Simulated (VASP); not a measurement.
# Pt (Fm-3m) in VASP: notebook

Pt is run at these levels: PBEsol; tasks: single point, relaxation of cell and atoms.

All numbers are computed with VASP 6.6.1; they aren't measurements. Logs are shortened: lines on timing, memory, paths and dates and some standing lists are left out, and cuts for length are marked.

**1. The cell of the first run**

It takes space group Fm-3m (No. 225, cubic). The conventional cell has a = 3.918 Å, b = 3.918 Å, c = 3.918 Å, α = 90.00°, β = 90.00°, γ = 90.00°. Pt (site symmetry m-3m) has 12 Pt at 2.77 Å within 3.7 Å.

**2. Single point, PBEsol**

Input file INCAR:

```
SYSTEM = Pt
PREC = Accurate ; ENCUT = 520
EDIFF = 1E-6 ; ISMEAR = 0
SIGMA = 0.1 ; LREAL = .False.
LASPH = .True. ; NELM = 100
ALGO = Normal ; ISIF = 2
LWAVE = .False. ; LCHARG = .True.
GGA = PS ; LELF = .True.
LVHAR = .True. ; NBANDS = 11
```

Input file KPOINTS:

```
regular mesh
0
Gamma
  18 18 18
  0 0 0
```

Input file POSCAR:

```
Pt
1.0
    0.0000000000      1.9590811182      1.9590811182
    1.9590811182      0.0000000000      1.9590811182
    1.9590811182      1.9590811182      0.0000000000
Pt
1
Direct
    0.0000000000      0.0000000000      0.0000000000
```

Potentials or basis: VASP PAW PBE potentials, release 64 (Pt).

Command:

```bash
cat potpaw_PBE.64/Pt/POTCAR > POTCAR
mpirun -np 1 vasp_std > vasp.out
```

OUTCAR:

```text
SYSTEM = Pt
   PREC = Accurate
   ENCUT = 520
   EDIFF = 1E-6
   ISMEAR = 0
   LREAL = .False.
   LASPH = .True.
   NELM = 100
   ISIF = 2
   GGA = PS

 ion  position               nearest neighbor table
   1  0.000  0.000  0.000-

  LATTYP: Found a face centered cubic cell.
 ALAT       =     3.9181622364

  Lattice vectors:

 A1 = (   0.0000000000,   1.9590811182,   1.9590811182)
 A2 = (   1.9590811182,   0.0000000000,   1.9590811182)
 A3 = (   1.9590811182,   1.9590811182,   0.0000000000)

Analysis of symmetry for initial positions (statically):
=====================================================================
 Subroutine PRICEL returns:
 Original cell was already a primitive cell.

 Routine SETGRP: Setting up the symmetry group for a
 face centered cubic supercell.

 Subroutine GETGRP returns: Found 48 space group operations
 (whereof 48 operations were pure point group operations)
 out of a pool of 48 trial point group operations.

The static configuration has the point symmetry O_h .

Analysis of symmetry for dynamics (positions and initial velocities):
=====================================================================
 Subroutine PRICEL returns:
 Original cell was already a primitive cell.

 Routine SETGRP: Setting up the symmetry group for a
 face centered cubic supercell.

 Subroutine GETGRP returns: Found 48 space group operations
 (whereof 48 operations were pure point group operations)
 out of a pool of 48 trial point group operations.

The dynamic configuration has the point symmetry O_h .

 Subroutine INISYM returns: Found 48 space group operations
 (whereof 48 operations are pure point group operations),
 and found     1 'primitive' translations

----------------------------------------------------------------------------------------

                                     Primitive cell

  volume of cell :      15.0379

  direct lattice vectors                    reciprocal lattice vectors
     0.000000000  1.959081118  1.959081118    -0.255221693  0.255221693  0.255221693
     1.959081118  0.000000000  1.959081118     0.255221693 -0.255221693  0.255221693
     1.959081118  1.959081118  0.000000000     0.255221693  0.255221693 -0.255221693

  length of vectors
     2.770559087  2.770559087  2.770559087     0.442056940  0.442056940  0.442056940

  position of ions in fractional coordinates (direct lattice)
     0.000000000  0.000000000  0.000000000

  ion indices of the primitive-cell ions
   primitive index   ion index
                 1           1

----------------------------------------------------------------------------------------

 KPOINTS: regular mesh

Automatic generation of k-mesh.
 Grid dimensions read from file:
 generate k-points for:   18   18   18

 Generating k-lattice:

  Cartesian coordinates                     Fractional coordinates (reciprocal lattice)
    -0.014178983  0.014178983  0.014178983     0.055555556  0.000000000  0.000000000
     0.014178983 -0.014178983  0.014178983     0.000000000  0.055555556  0.000000000
     0.014178983  0.014178983 -0.014178983     0.000000000  0.000000000  0.055555556

  Length of vectors
     0.024558719  0.024558719  0.024558719

  Shift w.r.t. Gamma in fractional coordinates (k-lattice)
     0.000000000  0.000000000  0.000000000

 Subroutine IBZKPT returns following result:
 ===========================================

 Found    195 irreducible k-points:

 Following reciprocal coordinates:
            Coordinates               Weight
  0.000000  0.000000  0.000000      1.000000
  0.055556  0.000000  0.000000      8.000000
  0.111111  0.000000  0.000000      8.000000
  0.166667  0.000000  0.000000      8.000000
  0.222222  0.000000  0.000000      8.000000
  0.277778  0.000000  0.000000      8.000000
[... 16 lines left out ...]
 -0.277778  0.055556  0.000000     24.000000
 -0.222222  0.055556  0.000000     24.000000
 [... further k-points ...]
   k-points           NKPTS =    195   k-points in BZ     NKDIM =    195   number of bands    NBANDS=     11
   number of dos      NEDOS =    301   number of ions     NIONS =      1
   total plane-waves  NPLWV =  13824
   dimension x,y,z NGX =    24 NGY =   24 NGZ =   24
   dimension x,y,z NGXF=    48 NGYF=   48 NGZF=   48
   ions per type =               1
   NGX,Y,Z   is equivalent  to a cutoff of  14.40, 14.40, 14.40 a.u.
   NGXF,Y,Z  is equivalent  to a cutoff of  28.80, 28.80, 28.80 a.u.
 SYSTEM =  Pt
   PREC   = accura    normal or accurate (medium, high low for compatibility)
   ISTART =      0    job   : 0-new  1-cont  2-samecut
   ICHARG =      2    charge: 1-file 2-atom 10-const
   ISPIN  =      1    spin polarized calculation?
   LNONCOLLINEAR =      F non collinear calculations
   LSORBIT =      F    spin-orbit coupling
   LASPH  =      T    aspherical Exc in radial PAW
   ENCUT  =  520.0 eV  38.22 Ry    6.18 a.u.   5.15  5.15  5.15*2*pi/ulx,y,z
   NELM   =    100;   NELMIN=  2; NELMDL= -5     # of ELM steps
   EDIFF  = 0.1E-05   stopping-criterion for ELM
   LREAL  =      F    real-space projection
   EDIFFG = 0.1E-04   stopping-criterion for IOM
   NSW    =      0    number of steps for IOM
   IBRION =     -1    ionic relax: 0-MD 1-quasi-New 2-CG
   NFREE  =      0    steps in history (QN), initial steepest desc. (CG)
   ISIF   =      2    stress and relaxation
   ISYM   =      2    0-nonsym 1-usesym 2-fastsym
   POTIM  = 0.5000    time-step for ionic-motion
   TEBEG  =    0.0;   TEEND  =   0.0 temperature during run
   PSTRESS=    0.0 pullay stress
   NELECT =      10.0000    total number of electrons
   NUPDOWN=      -1.0000    fix difference up-down
   EMIN   =  10.00;   EMAX   =-10.00  energy-range for DOS
   EFERMI =   0.00;   METHOD = LEGACY
   ISMEAR =     0;   SIGMA  =   0.10  broadening in eV -4-tet -1-fermi 0-gaus
   EFERMI_NEDOS =   21; number of points for ismear=-14 and -15
   IALGO  =     38    algorithm
   IMIX   =      4    mixing-type and parameters
     AMIX     =   0.40;   BMIX     =  1.00
     AMIX_MAG =   1.60;   BMIX_MAG =  1.00
  volume/ion in A,a.u.               =      15.04       101.48
  Fermi-wavevector in a.u.,A,eV,Ry     =   1.428935  2.700295 27.781119  2.041855
  Thomas-Fermi vector in A             =   2.548943
   LORBIT       =      0    0 simple, 1 ext, 2 COOP (PROOUT), +10 PAW based schemes
   GGA     = PS    functional components
   LHFCALC =     F    Hartree Fock is set to
   AEXX    =    0.0000 exact exchange contribution
   IVDW    =     0    specifies the selected vdW correction
   LEPSILON=     F    determine dielectric tensor
   LRPA    =     F    only Hartree local field effects (RPA)
 non-spin polarized calculation
 Gauss-broadening in eV      SIGMA  =   0.10
  energy-cutoff  :      520.00
  volume of cell :       15.04
 maximum number of plane-waves:       419
 NGX is ok and might be reduce to    24
   NGX = 11   NGY = 11   NGZ = 11

 number of electron      10.0000000 magnetization

 Free energy of the ion-electron system (eV)
  ---------------------------------------------------
  ext. energy  EPLUGINS =         0.00000000
  ---------------------------------------------------
  free energy    TOTEN  =        -6.96549032 eV

  energy without entropy =       -6.95484680  energy(sigma->0) =       -6.96016856

 E-fermi :  11.1531     XC(G=0): -13.6454

 val. band max:       11.1526296907   @ k =  -0.3333   0.3889   0.1111
 cond. band min:      11.1644542207   @ k =   0.3889   0.2222   0.0000
 fundamental gap:      0.0118245300
 Fermi energy:        11.1531447459

 k-point     1 :       0.0000    0.0000    0.0000
  band No.  band energies     occupation
      1       0.8231      2.00000
      2       7.3270      2.00000
      3       7.3270      2.00000
      4       7.3270      2.00000
      5       9.5154      2.00000
      6       9.5154      2.00000
      7      25.7682      0.00000
      8      30.7414      0.00000
      9      30.7414      0.00000
     10      30.7414      0.00000
     11      36.0507      0.00000

 k-point     2 :       0.0556    0.0000    0.0000
  band No.  band energies     occupation
      1       0.9481      2.00000
      2       7.2701      2.00000
      3       7.3772      2.00000
      4       7.3772      2.00000
      5       9.4867      2.00000
      6       9.4867      2.00000
      7      25.9645      0.00000
      8      30.0670      0.00000
      9      30.9341      0.00000
     10      30.9341      0.00000
     11      36.7970      0.00000

 k-point     3 :       0.1111    0.0000    0.0000
  band No.  band energies     occupation
      1       1.3116      2.00000
      2       7.1239      2.00000
      3       7.5087      2.00000
      4       7.5087      2.00000
      5       9.4252      2.00000
      6       9.4252      2.00000
      7      26.4993      0.00000
      8      28.6579      0.00000
      9      31.4942      0.00000
     10      31.4942      0.00000
     11      37.6372      0.00000

 k-point     4 :       0.1667    0.0000    0.0000
  band No.  band energies     occupation
      1       1.8744      2.00000
      2       6.9596      2.00000
      3       7.6574      2.00000
      4       7.6574      2.00000
      5       9.4077      2.00000
      6       9.4077      2.00000
      7      27.0311      0.00000
      8      27.2005      0.00000
      9      32.3644      0.00000
     10      32.3644      0.00000
     11      36.0824      0.00000
[... 239 lines left out ...]
 k-point    22 :      -0.3333    0.0556    0.0000
  band No.  band energies     occupation
      1       3.7475      2.00000
      2       7.4292      2.00000
      3       7.5441      2.00000
      4       7.9344      2.00000
      5      10.2030      2.00000
      6      10.9497      1.99598
      7      20.7988      0.00000
      8      26.4424      0.00000
      9      30.7770      0.00000
     10      32.7527      0.00000
     11      35.9475      0.00000

 k-point    23 :      -0.2778    0.0556    0.0000
  band No.  band energies     occupation
      1       3.4443      2.00000
      2       7.1415      2.00000
      3       7.6132      2.00000
      4       7.6901      2.00000
      5       9.7051      2.00000
      6      10.4433      2.00000
      7      22.8702      0.00000
      8      27.1677      0.00000
      9      31.7046      0.00000
     10      34.3353      0.00000
     11      34.5701      0.00000

 k-point    24 :      -0.2222    0.0556    0.0000
  band No.  band energies     occupation
      1       2.8784      2.00000
      2       6.8231      2.00000
      3       7.7237      2.00000
      4       7.7927      2.00000
      5       9.3140      2.00000
      6      10.0009      2.00000
      7      24.8091      0.00000
      8      27.6877      0.00000
      9      32.2090      0.00000
     10      33.6197      0.00000
     11      34.8776      0.00000

 [... further k-points ...]
[... 5 lines left out ...]
  --------------------------------------------------------------------------------------
  -------------------------------------------------------------------------------------
  Total       -0.0420961     -0.0420961     -0.0420961      0.0000000     -0.0000000      0.0000000
  in kB       -4.4850234     -4.4850234     -4.4850234      0.0000000     -0.0000000      0.0000000
  external PRESSURE =      -4.4850234 kB  Pullay stress =       0.0000000 kB

 VOLUME and BASIS-vectors are now :
 -----------------------------------------------------------------------------
  energy-cutoff  :      520.00
  volume of cell :       15.04
      direct lattice vectors                 reciprocal lattice vectors
     0.000000000  1.959081118  1.959081118    -0.255221693  0.255221693  0.255221693
     1.959081118  0.000000000  1.959081118     0.255221693 -0.255221693  0.255221693
     1.959081118  1.959081118  0.000000000     0.255221693  0.255221693 -0.255221693

 POSITION                                       TOTAL-FORCE (eV/Angst)
 -----------------------------------------------------------------------------------
      0.00000      0.00000      0.00000         0.000000      0.000000      0.000000
 -----------------------------------------------------------------------------------
    total drift:                               -0.000000      0.000000     -0.000000

  FREE ENERGIE OF THE ION-ELECTRON SYSTEM (eV)
  ---------------------------------------------------
  free  energy   TOTEN  =        -6.9654903243 eV

  energy  without entropy=       -6.9548468049  energy(sigma->0) =       -6.96016856
```

It took 10 s on 1 thread of Intel Xeon 6975P-C (Granite Rapids), shared host; peak memory 0.16 GiB.

What came out:

| Quantity | Value |
| --- | --- |
| Free energy | -6.9655 eV |
| Pressure | -0.4 GPa |
| Band gap on the k mesh | zero (band 5 reaches 11.65 eV, above the bottom of band 6 at 9.41 eV) |

Caveat: the PAW data sets were made with another functional, which shifts forces and pressure a little; spin-orbit coupling is left out, which moves the levels of the heavy elements.

(Part 1 of 3 ends here.)
